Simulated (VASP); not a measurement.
# Cs (Im-3m) in VASP: further runs, part 2 of 2

VASP 6.6.1.

## (3) Relaxation of cell and atoms, LDA

This run uses another cell than the first one, of 111.66 Å³/atom.

The input, INCAR:

```
PREC = Accurate ; ENCUT = 500
EDIFF = 1E-7 ; ISMEAR = -1
SIGMA = 0.1 ; LREAL = False
LASPH = True ; NELM = 120
ALGO = Normal ; ISIF = 3
LWAVE = False ; LCHARG = False
IBRION = 2 ; NSW = 80
EDIFFG = -0.01 ; GGA_COMPAT = False
NELMIN = 4
```

The input, KPOINTS:

```
regular mesh
0
Gamma
  5 5 5
```

The input, POSCAR:

```
Cs
1.0
    5.2541760000      0.0000000000      0.0000000000
   -1.7513919451      4.9536846583      0.0000000000
   -1.7513919451     -2.4768422128      4.2900168236
Cs
1
Direct
    0.0000000000      0.0000000000      0.0000000000
```

Potentials or basis: VASP PAW LDA potentials, release 64 (Cs_sv).

Command:

```
cat potpaw_LDA.64/Cs_sv/POTCAR > POTCAR
mpirun -np 1 vasp_std > vasp.out
```

OUTCAR:

```text
PREC = Accurate
   ENCUT = 500
   EDIFF = 1E-7
   ISMEAR = -1
   LREAL = False
   LASPH = True
   NELM = 120
   ISIF = 3
   IBRION = 2
   NSW = 80
   EDIFFG = -0.01
   NELMIN = 4

 ion  position               nearest neighbor table
   1  0.000  0.000  0.000-

  LATTYP: Found a body centered cubic cell.
 ALAT       =     6.0669998560

  Lattice vectors:

 A1 = (   5.2541760000,   0.0000000000,   0.0000000000)
 A2 = (  -1.7513919451,   4.9536846583,   0.0000000000)
 A3 = (  -1.7513919451,  -2.4768422128,   4.2900168236)

Analysis of symmetry for initial positions (statically):
=====================================================================
 Subroutine PRICEL returns:
 Original cell was already a primitive cell.

 Routine SETGRP: Setting up the symmetry group for a
 body centered cubic supercell.

 Subroutine GETGRP returns: Found 48 space group operations
 (whereof 48 operations were pure point group operations)
 out of a pool of 48 trial point group operations.

The static configuration has the point symmetry O_h .

Analysis of symmetry for dynamics (positions and initial velocities):
=====================================================================
 Subroutine PRICEL returns:
 Original cell was already a primitive cell.

 Routine SETGRP: Setting up the symmetry group for a
 body centered cubic supercell.

 Subroutine GETGRP returns: Found 48 space group operations
 (whereof 48 operations were pure point group operations)
 out of a pool of 48 trial point group operations.

The dynamic configuration has the point symmetry O_h .

 Subroutine INISYM returns: Found 48 space group operations
 (whereof 48 operations are pure point group operations),
 and found     1 'primitive' translations

----------------------------------------------------------------------------------------

                                     Primitive cell

  volume of cell :     111.6585

  direct lattice vectors                    reciprocal lattice vectors
     5.254176000  0.000000000  0.000000000     0.190324801  0.067289976  0.116549654
    -1.751391945  4.953684658  0.000000000     0.000000000  0.201869935  0.116549654
    -1.751391945 -2.476842213  4.290016824     0.000000000  0.000000000  0.233099319

  length of vectors
     5.254176000  5.254176000  5.254176000     0.233099319  0.233099319  0.233099319

  position of ions in fractional coordinates (direct lattice)
     0.000000000  0.000000000  0.000000000

  ion indices of the primitive-cell ions
   primitive index   ion index
                 1           1

----------------------------------------------------------------------------------------

 KPOINTS: regular mesh

Automatic generation of k-mesh.
 Grid dimensions read from file:
 generate k-points for:    5    5    5

 Generating k-lattice:

  Cartesian coordinates                     Fractional coordinates (reciprocal lattice)
     0.038064960  0.013457995  0.023309931     0.200000000 -0.000000000 -0.000000000
     0.000000000  0.040373987  0.023309931     0.000000000  0.200000000  0.000000000
     0.000000000  0.000000000  0.046619864     0.000000000  0.000000000  0.200000000

  Length of vectors
     0.046619864  0.046619864  0.046619864

  Shift w.r.t. Gamma in fractional coordinates (k-lattice)
     0.000000000  0.000000000  0.000000000

 Subroutine IBZKPT returns following result:
 ===========================================

 Found     10 irreducible k-points:

 Following reciprocal coordinates:
            Coordinates               Weight
  0.000000  0.000000  0.000000      1.000000
  0.200000  0.000000  0.000000     12.000000
  0.400000  0.000000  0.000000     12.000000
  0.200000  0.200000 -0.000000     24.000000
  0.400000  0.200000 -0.000000     24.000000
  0.200000  0.200000  0.200000      8.000000
 -0.200000  0.200000  0.200000      6.000000
 -0.400000  0.400000  0.200000     24.000000
 -0.400000 -0.400000  0.200000      8.000000
 -0.400000  0.400000  0.400000      6.000000
   k-points           NKPTS =     10   k-points in BZ     NKDIM =     10   number of bands    NBANDS=      8
   number of dos      NEDOS =    301   number of ions     NIONS =      1
   total plane-waves  NPLWV =  64000
   dimension x,y,z NGX =    40 NGY =   40 NGZ =   40
   dimension x,y,z NGXF=    80 NGYF=   80 NGZF=   80
   ions per type =               1
   NGX,Y,Z   is equivalent  to a cutoff of  12.66, 12.66, 12.66 a.u.
   NGXF,Y,Z  is equivalent  to a cutoff of  25.31, 25.31, 25.31 a.u.
 SYSTEM =  unknown system
   PREC   = accura    normal or accurate (medium, high low for compatibility)
   ISTART =      0    job   : 0-new  1-cont  2-samecut
   ICHARG =      2    charge: 1-file 2-atom 10-const
   ISPIN  =      1    spin polarized calculation?
   LNONCOLLINEAR =      F non collinear calculations
   LSORBIT =      F    spin-orbit coupling
   LASPH  =      T    aspherical Exc in radial PAW
   ENCUT  =  500.0 eV  36.75 Ry    6.06 a.u.   9.58  9.58  9.58*2*pi/ulx,y,z
   NELM   =    120;   NELMIN=  4; NELMDL= -5     # of ELM steps
   EDIFF  = 0.1E-06   stopping-criterion for ELM
   LREAL  =      F    real-space projection
   EDIFFG = -.1E-01   stopping-criterion for IOM
   NSW    =     80    number of steps for IOM
   IBRION =      2    ionic relax: 0-MD 1-quasi-New 2-CG
   NFREE  =      1    steps in history (QN), initial steepest desc. (CG)
   ISIF   =      3    stress and relaxation
   ISYM   =      2    0-nonsym 1-usesym 2-fastsym
   POTIM  = 0.5000    time-step for ionic-motion
   TEBEG  =    0.0;   TEEND  =   0.0 temperature during run
   PSTRESS=    0.0 pullay stress
   NELECT =       9.0000    total number of electrons
   NUPDOWN=      -1.0000    fix difference up-down
   EMIN   =  10.00;   EMAX   =-10.00  energy-range for DOS
   EFERMI =   0.00;   METHOD = LEGACY
   ISMEAR =    -1;   SIGMA  =   0.10  broadening in eV -4-tet -1-fermi 0-gaus
   EFERMI_NEDOS =   21; number of points for ismear=-14 and -15
   IALGO  =     38    algorithm
   IMIX   =      4    mixing-type and parameters
     AMIX     =   0.40;   BMIX     =  1.00
     AMIX_MAG =   1.60;   BMIX_MAG =  1.00
  volume/ion in A,a.u.               =     111.66       753.51
  Fermi-wavevector in a.u.,A,eV,Ry     =   0.707172  1.336361  6.804167  0.500092
  Thomas-Fermi vector in A             =   1.793149
   LORBIT       =      0    0 simple, 1 ext, 2 COOP (PROOUT), +10 PAW based schemes
   GGA     = CA    functional components
   LHFCALC =     F    Hartree Fock is set to
   AEXX    =    0.0000 exact exchange contribution
   IVDW    =     0    specifies the selected vdW correction
   LEPSILON=     F    determine dielectric tensor
   LRPA    =     F    only Hartree local field effects (RPA)
 conjugate gradient relaxation of ions
 non-spin polarized calculation
  energy-cutoff  :      500.00
  volume of cell :      111.66
 maximum number of plane-waves:      2899
 NGX is ok and might be reduce to    40
   NGX = 19   NGY = 19   NGZ = 19

--------------------------------------- Ionic step        1  -------------------------------------------

 number of electron       8.9999999 magnetization

 Free energy of the ion-electron system (eV)
  ---------------------------------------------------
  ext. energy  EPLUGINS =         0.00000000
  ---------------------------------------------------
  free energy    TOTEN  =        -1.00388944 eV

  energy without entropy =       -0.96822118  energy(sigma->0) =       -0.98605531

------------------------ aborting loop because EDIFF is reached ----------------------------------------

  FORCE on cell =-STRESS in cart. coord.  units (eV):
  Direction    XX          YY          ZZ          XY          YZ          ZX
  --------------------------------------------------------------------------------------
  -------------------------------------------------------------------------------------
  Total       -0.2195244     -0.2195244     -0.2195244     -0.0000000     -0.0000000     -0.0000000
  in kB       -3.1499339     -3.1499339     -3.1499340     -0.0000000     -0.0000001     -0.0000001
  external PRESSURE =      -3.1499339 kB  Pullay stress =       0.0000000 kB
[... 90 lines left out ...]
  energy  without entropy=       -0.9857367902  energy(sigma->0) =       -1.00343515

--------------------------------------- Ionic step        4  -------------------------------------------

 number of electron       8.9999998 magnetization

 Free energy of the ion-electron system (eV)
  ---------------------------------------------------
  ext. energy  EPLUGINS =         0.00000000
  ---------------------------------------------------
  free energy    TOTEN  =        -1.02192180 eV

  energy without entropy =       -0.98641691  energy(sigma->0) =       -1.00416935

 E-fermi :   0.8318     XC(G=0):  -6.0558

 val. band max:        0.4972144055   @ k =   0.4000   0.0000   0.0000
 cond. band min:       0.9254710870   @ k =  -0.4000   0.4000   0.2000
 fundamental gap:      0.4282566815
 Fermi energy:         0.8317592064

 k-point     1 :       0.0000    0.0000    0.0000
  band No.  band energies     occupation
      1     -22.9235      2.00000
      2      -9.6154      2.00000
      3      -9.6154      2.00000
      4      -9.6154      2.00000
      5      -1.0792      2.00000
      6       3.3325      0.00000
      7       3.3325      0.00000
      8       3.3325      0.00000
[... 125 lines left out ...]
  FREE ENERGIE OF THE ION-ELECTRON SYSTEM (eV)
  ---------------------------------------------------
  free  energy   TOTEN  =        -1.0219217979 eV

  energy  without entropy=       -0.9864169084  energy(sigma->0) =       -1.00416935

 reached required accuracy - stopping structural energy minimisation
```

Run time: 25 s. Hardware: 1 thread of Intel Xeon Platinum 8259CL at 2.50GHz (Skylake/Cascade Lake), shared host; peak memory 0.19 GiB.

What came out:

```yaml
Free_energy: -1.0219 eV
Relaxed_volume: 95.05 Å³/atom
Relaxed_cell: a = 4.980 Å, b = 4.980 Å, c = 4.980 Å, α = 109.47°, β = 109.47°, γ = 109.47°
Space_group_after_relaxing_to_0.1_Å: Im-3m (No. 229)
Energy_gained_by_relaxing: 18.0 meV/atom
Ionic_steps: 4
Pressure_after_relaxing: 0.0 GPa
Band_gap_on_the_k_mesh: zero (an odd number of electrons rules out a gap without spin polarisation)
```

Step by step:
```tsv
step	energy change (eV)	largest force (eV/Å)	pressure (GPa)	volume (Å³)
1	0.0000	0.0000	-0.31	111.66
2	-0.0064	0.0000	-0.27	108.15
3	-0.0172	0.0000	-0.08	98.49
4	-0.0180	0.0000	0.01	95.05
```

Final structure:
```cif
data_structure
_symmetry_space_group_name_H-M 'P 1'
_symmetry_Int_Tables_number 1
_cell_length_a 4.9795
_cell_length_b 4.9795
_cell_length_c 4.9795
_cell_angle_alpha 109.471
_cell_angle_beta 109.471
_cell_angle_gamma 109.471
_cell_volume 95.05
loop_
_atom_site_label
_atom_site_type_symbol
_atom_site_fract_x
_atom_site_fract_y
_atom_site_fract_z
_atom_site_occupancy
Cs1 Cs 0.00000 0.00000 0.00000 1
```

Caveat: spin-orbit coupling is left out, which moves the levels of the heavy elements. LDA usually gives volumes a few per cent too small.
